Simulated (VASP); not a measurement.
# B (R-3m) in VASP: further runs

Aim: see how the results for B move with the level of theory and the settings. Levels: PBE, HSE06. Tasks: single point.

Everything below comes from runs of VASP 6.6.1. Logs are shortened: lines on timing, memory, paths and dates and some standing lists are left out, and cuts for length are marked.

## (1) The cell of the first run

Symmetry: R-3m, No. 166, trigonal system. Conventional cell: a = 4.899 Å, b = 4.899 Å, c = 12.545 Å, α = 90.00°, β = 90.00°, γ = 120.00°. B (site symmetry m) has 6 B at 1.67 to 1.80 Å within 2.2 Å. Within 2.4 Å of B (site symmetry m) lie 7 B at 1.78 to 2.01 Å.

## (2) Single point, PBE

INCAR reads:

```
ALGO     = Normal         # electronic algorithm
EDIFF    = 1E-7           # SCF threshold, eV
ENCUT    = 520            # plane-wave cutoff, eV
GGA      = PE             # functional
ISIF     = 2              # what is computed and relaxed
ISMEAR   = -1             # smearing method
LASPH    = True           # aspherical terms in the spheres
LCHARG   = False          # write CHGCAR
LREAL    = False          # projectors in reciprocal space
LWAVE    = False          # write WAVECAR
NBANDS   = 30             # bands
NELM     = 60             # most SCF steps
PREC     = Accurate       # precision mode
SIGMA    = 0.1            # smearing width, eV
```

KPOINTS reads:

```
k-points
0
Gamma
  3 3 3
```

POSCAR reads:

```
B
1.0
    2.4496223847      1.4142901432      4.1815503290
   -2.4496223847      1.4142901432      4.1815503290
    0.0000000000     -2.8285802864      4.1815503291
B
12
Direct
    0.0102495146      0.6540908586      0.0102495146
    0.0102495146      0.0102495146      0.6540908586
    0.6540908586      0.0102495146      0.0102495146
    0.9897504854      0.3459091414      0.9897504854
    0.3459091414      0.9897504854      0.9897504854
    0.9897504854      0.9897504854      0.3459091414
    0.2210103349      0.6306550509      0.2210103349
    0.2210103349      0.2210103349      0.6306550509
    0.6306550509      0.2210103349      0.2210103349
    0.7789896651      0.3693449491      0.7789896651
    0.3693449491      0.7789896651      0.7789896651
    0.7789896651      0.7789896651      0.3693449491
```

Potentials or basis: VASP PAW PBE potentials, release 64 (B).

Started as:

```bash
cat potpaw_PBE.64/B/POTCAR > POTCAR
mpirun -np 1 vasp_std > vasp.out
```

OUTCAR:

```text
EDIFF = 1E-7
   ENCUT = 520
   GGA = PE
   ISIF = 2
   ISMEAR = -1
   LASPH = True
   LREAL = False
   NELM = 60
   PREC = Accurate

 ion  position               nearest neighbor table
   1  0.010  0.654  0.010-   4 1.67   2 1.74   3 1.74   7 1.79  11 1.80  12 1.80
   2  0.010  0.010  0.654-   6 1.67   3 1.74   1 1.74   8 1.79  10 1.80  11 1.80
   3  0.654  0.010  0.010-   5 1.67   2 1.74   1 1.74   9 1.79  10 1.80  12 1.80
   4  0.990  0.346  0.990-   1 1.67   6 1.74   5 1.74  10 1.79   9 1.80   8 1.80
   5  0.346  0.990  0.990-   3 1.67   6 1.74   4 1.74  11 1.79   7 1.80   8 1.80
   6  0.990  0.990  0.346-   2 1.67   4 1.74   5 1.74  12 1.79   9 1.80   7 1.80
   7  0.221  0.631  0.221-  12 1.78  11 1.78   1 1.79   5 1.80   6 1.80   8 2.01   9 2.01
   8  0.221  0.221  0.631-  10 1.78  11 1.78   2 1.79   4 1.80   5 1.80   7 2.01   9 2.01
   9  0.631  0.221  0.221-  12 1.78  10 1.78   3 1.79   4 1.80   6 1.80   8 2.01   7 2.01
  10  0.779  0.369  0.779-   8 1.78   9 1.78   4 1.79   3 1.80   2 1.80  12 2.01  11 2.01
  11  0.369  0.779  0.779-   8 1.78   7 1.78   5 1.79   1 1.80   2 1.80  12 2.01  10 2.01
  12  0.779  0.779  0.369-   7 1.78   9 1.78   6 1.79   3 1.80   1 1.80  10 2.01  11 2.01

  LATTYP: Found a trigonal (rhomboedric) cell.
 ALAT       =     5.0483888114
 COS(alpha) =     0.5291065078

  Lattice vectors:

 A1 = (   2.4496223847,   1.4142901432,   4.1815503290)
 A2 = (  -2.4496223847,   1.4142901432,   4.1815503290)
 A3 = (   0.0000000000,  -2.8285802864,   4.1815503291)

Analysis of symmetry for initial positions (statically):
=====================================================================
 Subroutine PRICEL returns:
 Original cell was already a primitive cell.

 Routine SETGRP: Setting up the symmetry group for a
 trigonal (rhombohedral) supercell.

 Subroutine GETGRP returns: Found 12 space group operations
 (whereof 12 operations were pure point group operations)
 out of a pool of 12 trial point group operations.

The static configuration has the point symmetry D_3d.

Analysis of symmetry for dynamics (positions and initial velocities):
=====================================================================
 Subroutine PRICEL returns:
 Original cell was already a primitive cell.

 Routine SETGRP: Setting up the symmetry group for a
 trigonal (rhombohedral) supercell.

 Subroutine GETGRP returns: Found 12 space group operations
 (whereof 12 operations were pure point group operations)
 out of a pool of 12 trial point group operations.

The dynamic configuration has the point symmetry D_3d.

 Subroutine INISYM returns: Found 12 space group operations
 (whereof 12 operations are pure point group operations),
 and found     1 'primitive' translations

----------------------------------------------------------------------------------------

                                     Primitive cell

  volume of cell :      86.9213

  direct lattice vectors                    reciprocal lattice vectors
     2.449622385  1.414290143  4.181550329     0.204113092  0.117844749  0.079715251
    -2.449622385  1.414290143  4.181550329    -0.204113092  0.117844749  0.079715251
     0.000000000 -2.828580286  4.181550329     0.000000000 -0.235689498  0.079715251

  length of vectors
     5.048388811  5.048388811  5.048388811     0.248805266  0.248805266  0.248805266

  position of ions in fractional coordinates (direct lattice)
     0.010249515  0.654090859  0.010249515
     0.010249515  0.010249515  0.654090859
     0.654090859  0.010249515  0.010249515
     0.989750485  0.345909141  0.989750485
     0.345909141  0.989750485  0.989750485
     0.989750485  0.989750485  0.345909141
     0.221010335  0.630655051  0.221010335
     0.221010335  0.221010335  0.630655051
     0.630655051  0.221010335  0.221010335
     0.778989665  0.369344949  0.778989665
     0.369344949  0.778989665  0.778989665
     0.778989665  0.778989665  0.369344949

  ion indices of the primitive-cell ions
   primitive index   ion index
                 1           1
                 2           2
                 3           3
                 4           4
                 5           5
                 6           6
                 7           7
                 8           8
                 9           9
                10          10
                11          11
                12          12

----------------------------------------------------------------------------------------

 KPOINTS: k-points

Automatic generation of k-mesh.
 Grid dimensions read from file:
 generate k-points for:    3    3    3

 Generating k-lattice:

  Cartesian coordinates                     Fractional coordinates (reciprocal lattice)
     0.068037697  0.039281583  0.026571750     0.333333333 -0.000000000  0.000000000
    -0.068037697  0.039281583  0.026571750    -0.000000000  0.333333333  0.000000000
     0.000000000 -0.078563166  0.026571750     0.000000000  0.000000000  0.333333333

  Length of vectors
     0.082935089  0.082935089  0.082935089

  Shift w.r.t. Gamma in fractional coordinates (k-lattice)
     0.000000000  0.000000000  0.000000000

 Subroutine IBZKPT returns following result:
 ===========================================

 Found      6 irreducible k-points:

 Following reciprocal coordinates:
            Coordinates               Weight
  0.000000  0.000000  0.000000      1.000000
  0.333333 -0.000000  0.000000      6.000000
  0.333333  0.333333  0.000000      6.000000
 -0.333333  0.333333  0.000000      6.000000
  0.333333  0.333333  0.333333      2.000000
 -0.333333  0.333333  0.333333      6.000000
   k-points           NKPTS =      6   k-points in BZ     NKDIM =      6   number of bands    NBANDS=     30
   number of dos      NEDOS =    301   number of ions     NIONS =     12
   total plane-waves  NPLWV =  64000
   dimension x,y,z NGX =    40 NGY =   40 NGZ =   40
   dimension x,y,z NGXF=    80 NGYF=   80 NGZF=   80
   ions per type =              12
   NGX,Y,Z   is equivalent  to a cutoff of  13.17, 13.17, 13.17 a.u.
   NGXF,Y,Z  is equivalent  to a cutoff of  26.34, 26.34, 26.34 a.u.
 SYSTEM =  unknown system
   PREC   = accura    normal or accurate (medium, high low for compatibility)
   ISTART =      0    job   : 0-new  1-cont  2-samecut
   ICHARG =      2    charge: 1-file 2-atom 10-const
   ISPIN  =      1    spin polarized calculation?
   LNONCOLLINEAR =      F non collinear calculations
   LSORBIT =      F    spin-orbit coupling
   LASPH  =      T    aspherical Exc in radial PAW
   ENCUT  =  520.0 eV  38.22 Ry    6.18 a.u.   9.39  9.39  9.39*2*pi/ulx,y,z
   NELM   =     60;   NELMIN=  2; NELMDL= -5     # of ELM steps
   EDIFF  = 0.1E-06   stopping-criterion for ELM
   LREAL  =      F    real-space projection
   EDIFFG = 0.1E-05   stopping-criterion for IOM
   NSW    =      0    number of steps for IOM
   IBRION =     -1    ionic relax: 0-MD 1-quasi-New 2-CG
   NFREE  =      0    steps in history (QN), initial steepest desc. (CG)
   ISIF   =      2    stress and relaxation
   ISYM   =      2    0-nonsym 1-usesym 2-fastsym
   POTIM  = 0.5000    time-step for ionic-motion
   TEBEG  =    0.0;   TEEND  =   0.0 temperature during run
   PSTRESS=    0.0 pullay stress
   NELECT =      36.0000    total number of electrons
   NUPDOWN=      -1.0000    fix difference up-down
   EMIN   =  10.00;   EMAX   =-10.00  energy-range for DOS
   EFERMI =   0.00;   METHOD = LEGACY
   ISMEAR =    -1;   SIGMA  =   0.10  broadening in eV -4-tet -1-fermi 0-gaus
   EFERMI_NEDOS =   21; number of points for ismear=-14 and -15
   IALGO  =     38    algorithm
   IMIX   =      4    mixing-type and parameters
     AMIX     =   0.40;   BMIX     =  1.00
     AMIX_MAG =   1.60;   BMIX_MAG =  1.00
  volume/ion in A,a.u.               =       7.24        48.88
  Fermi-wavevector in a.u.,A,eV,Ry     =   1.220301  2.306034 20.260901  1.489134
  Thomas-Fermi vector in A             =   2.355523
   LORBIT       =      0    0 simple, 1 ext, 2 COOP (PROOUT), +10 PAW based schemes
   GGA     = PE    functional components
   LHFCALC =     F    Hartree Fock is set to
   AEXX    =    0.0000 exact exchange contribution
   IVDW    =     0    specifies the selected vdW correction
   LEPSILON=     F    determine dielectric tensor
   LRPA    =     F    only Hartree local field effects (RPA)
 non-spin polarized calculation
  energy-cutoff  :      520.00
  volume of cell :       86.92
 maximum number of plane-waves:      2356
 NGX is ok and might be reduce to    40
   NGX = 19   NGY = 19   NGZ = 19

 number of electron      36.0000000 magnetization

 Free energy of the ion-electron system (eV)
  ---------------------------------------------------
  ext. energy  EPLUGINS =         0.00000000
  ---------------------------------------------------
  free energy    TOTEN  =       -80.51133559 eV

  energy without entropy =      -80.51120494  energy(sigma->0) =      -80.51127027

 E-fermi :   6.5823     XC(G=0): -11.5573

 val. band max:        5.8101608001   @ k =   0.3333   0.3333   0.3333
 cond. band min:       7.4083942627   @ k =   0.0000   0.0000   0.0000
 fundamental gap:      1.5982334626
 Fermi energy:         6.5822811102

 k-point     1 :       0.0000    0.0000    0.0000
  band No.  band energies     occupation
      1     -10.2686      2.00000
      2      -4.5341      2.00000
      3      -4.2781      2.00000
      4      -4.2781      2.00000
      5      -3.2140      2.00000
      6      -2.5659      2.00000
[... 22 lines left out ...]
     29      15.6050      0.00000
     30      16.1107      0.00000
[... 134 lines left out ...]
  band No.  band energies     occupation
      1      -9.3173      2.00000
      2      -6.7927      2.00000
      3      -6.1754      2.00000
      4      -5.1000      2.00000
      5      -3.7755      2.00000
      6      -1.3233      2.00000
[... 22 lines left out ...]
     29      15.0290      0.00000
     30      15.7986      0.00000

------------------------ aborting loop because EDIFF is reached ----------------------------------------

  FORCE on cell =-STRESS in cart. coord.  units (eV):
  Direction    XX          YY          ZZ          XY          YZ          ZX
  --------------------------------------------------------------------------------------
  -------------------------------------------------------------------------------------
  Total        0.1213176      0.1213176     -0.2059966      0.0000000     -0.0000000      0.0000000
  in kB        2.2361863      2.2361863     -3.7970338      0.0000000     -0.0000000      0.0000000
  external PRESSURE =       0.2251129 kB  Pullay stress =       0.0000000 kB

 VOLUME and BASIS-vectors are now :
 -----------------------------------------------------------------------------
  energy-cutoff  :      520.00
  volume of cell :       86.92
      direct lattice vectors                 reciprocal lattice vectors
     2.449622385  1.414290143  4.181550329     0.204113092  0.117844749  0.079715251
    -2.449622385  1.414290143  4.181550329    -0.204113092  0.117844749  0.079715251
     0.000000000 -2.828580286  4.181550329     0.000000000 -0.235689498  0.079715251

 POSITION                                       TOTAL-FORCE (eV/Angst)
 -----------------------------------------------------------------------------------
     -1.57717      0.91058      2.82083         0.017568     -0.010143      0.035565
      0.00000     -1.82116      2.82083        -0.000000      0.020285      0.035565
      1.57717      0.91058      2.82083        -0.017568     -0.010143      0.035565
      1.57717     -0.91058      9.72382        -0.017568      0.010143     -0.035565
     -1.57717     -0.91058      9.72382         0.017568      0.010143     -0.035565
      0.00000      1.82116      9.72382        -0.000000     -0.020285     -0.035565
     -1.00347      0.57936      4.48545        -0.051920      0.029976      0.014685
      0.00000     -1.15871      4.48545        -0.000000     -0.059952      0.014685
      1.00347      0.57936      4.48545         0.051920      0.029976      0.014685
      1.00347     -0.57936      8.05920         0.051920     -0.029976     -0.014685
     -1.00347     -0.57936      8.05920        -0.051920     -0.029976     -0.014685
      0.00000      1.15871      8.05920        -0.000000      0.059952     -0.014685
 -----------------------------------------------------------------------------------
    total drift:                                0.000000      0.000000     -0.000000

  FREE ENERGIE OF THE ION-ELECTRON SYSTEM (eV)
  ---------------------------------------------------
  free  energy   TOTEN  =       -80.5113355862 eV

  energy  without entropy=      -80.5112049443  energy(sigma->0) =      -80.51127027
```

It took 27 s on 1 thread of Intel Xeon Platinum 8259CL at 2.50GHz (Skylake/Cascade Lake), shared host; peak memory 0.22 GiB.

Results:

```
Free energy            : -80.5113 eV
Pressure               : 0.0 GPa
Largest force          : 0.062 eV/Å
Band gap on the k mesh : 1.60 eV, indirect (least direct gap 1.86 eV)
```

Forces on the atoms (eV/Å):
```
B    0.018 -0.010  0.036
B    0.000  0.020  0.036
B   -0.018 -0.010  0.036
B   -0.018  0.010 -0.036
B    0.018  0.010 -0.036
B    0.000 -0.020 -0.036
B   -0.052  0.030  0.015
B    0.000 -0.060  0.015
B    0.052  0.030  0.015
B    0.052 -0.030 -0.015
B   -0.052 -0.030 -0.015
B    0.000  0.060 -0.015
```

Stress tensor (GPa, compression positive):
```
 0.22  0.00  0.00
 0.00  0.22  0.00
 0.00  0.00 -0.38
```

Levels at points of the mesh, in eV from the valence-band top:
```tsv
k point	band 14	band 15	band 16	band 17	band 18	band 19	band 20	band 21	band 22	band 23
(0.00, 0.00, 0.00)	-4.33	-1.28	-0.75	-0.75	-0.26	1.60	4.63	4.63	4.83	4.83
```

Caveat: the k points lie up to 0.52 Å⁻¹ apart. As with any semilocal functional, this PBE gap is likely too small.

## (3) Single point, HSE06

POSCAR is that of step 2.

INCAR.step1 reads:

```
PREC = Accurate
ENCUT = 520
EDIFF = 1E-5
ISMEAR = -1
SIGMA = 0.1
LREAL = False
LASPH = True
NELM = 80
ALGO = Normal
ISIF = 2
LWAVE = True
GGA = PE
NBANDS = 30
```

INCAR.step2 reads:

```
PREC = Accurate
ENCUT = 520
EDIFF = 1E-7
ISMEAR = -1
SIGMA = 0.1
LREAL = False
LASPH = True
NELM = 80
ALGO = Normal
ISIF = 2
LWAVE = False
LCHARG = True
GGA = PE
LHFCALC = True
HFSCREEN = 0.2079
PRECFOCK = Fast
LELF = True
LVHAR = True
ISTART = 1
NBANDS = 30
```

KPOINTS reads:

```
Automatic mesh
0
Gamma
  3 3 3
```

Potentials or basis: VASP PAW PBE potentials, release 64 (B).

Started as:

```bash
cat potpaw_PBE.64/B/POTCAR > POTCAR
cp INCAR.step1 INCAR
mpirun -np 1 vasp_std > vasp.out
cp INCAR.step2 INCAR
mpirun -np 1 vasp_std > vasp.out
```

Wall time 8.9 min (1 thread of Intel Xeon 6975P-C, shared host); peak memory 0.32 GiB.

The run converged. Its results:

- Free energy: -89.0247 eV
- Pressure: -3.2 GPa
- Largest force: 0.197 eV/Å
- Band gap on the k mesh: 2.13 eV, indirect (least direct gap 2.42 eV)

Forces on the atoms (eV/Å):
```
B   -0.020  0.012  0.058
B    0.000 -0.023  0.058
B    0.020  0.012  0.058
B    0.020 -0.012 -0.058
B   -0.020 -0.012 -0.058
B    0.000  0.023 -0.058
B   -0.169  0.098 -0.019
B    0.000 -0.196 -0.019
B    0.169  0.098 -0.019
B    0.169 -0.098  0.019
B   -0.169 -0.098  0.019
B    0.000  0.196  0.019
```

Stress tensor (GPa, compression positive):
```
-3.09  0.00  0.00
 0.00 -3.09  0.00
 0.00  0.00 -3.40
```

Levels at points of the mesh, in eV from the valence-band top:
```tsv
k point	band 15	band 16	band 17	band 18	band 19	band 20	band 21	band 22
(0.00, 0.00, 0.00)	-1.46	-1.05	-1.05	-0.29	2.13	5.71	5.71	5.77
```

Caveat: the k points lie up to 0.52 Å⁻¹ apart; the PAW data sets were made with another functional, which shifts forces and pressure a little. A k mesh can miss the band edges.
